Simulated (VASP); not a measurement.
Set up this calculation in VASP 6.6.1, as the native input.

```
Task                   : single point
Functional             : RPBE
Potentials or basis    : VASP PAW PBE potentials, release 64 (Ir)
Cutoff                 : 520 eV
k mesh                 : 14 × 14 × 14
Occupations            : fermi-dirac, width 0.1 eV
Spin                   : no spin polarisation
Dipole correction      : no
Further INCAR settings : ALGO = Normal; EDIFF = 1e-06; NBANDS = 10
```

The structure of Ir lies in POSCAR:

```
Ir
1.0
    2.5851199748      0.0000000000      0.0000000000
    0.0000000000      2.5851199748      0.0000000000
    0.0000000000      0.0000000000      2.5851199748
Ir
1
Direct
    0.0000000000      0.0000000000      0.0000000000
```

These files were run (other wordings do the same):

INCAR

```
SYSTEM = Ir
  PREC = Accurate
  ENCUT = 520
  EDIFF = 1E-6
  ISMEAR = -1
  SIGMA = 0.1
  LREAL = .False.
  LASPH = .True.
  NELM = 60
  ALGO = Normal
  ISIF = 2
  LWAVE = .False.
  LCHARG = .False.
  GGA = RP
  NBANDS = 10
```

KPOINTS

```
Automatic mesh
0
Gamma
  14 14 14
  0 0 0
```

Potentials or basis: VASP PAW PBE potentials, release 64 (Ir).

The run is started by

```bash
$ cat potpaw_PBE.64/Ir/POTCAR > POTCAR
$ mpirun -np 1 vasp_std > vasp.out
```

It gave:

The pressure is -0.4 GPa.

Caveat: the PAW data sets were made with another functional, which shifts forces and pressure a little.

It took 9.4 s on 1 thread of AMD EPYC 7R13 Processor (Zen 3) (shared host), peak memory 0.11 GiB.
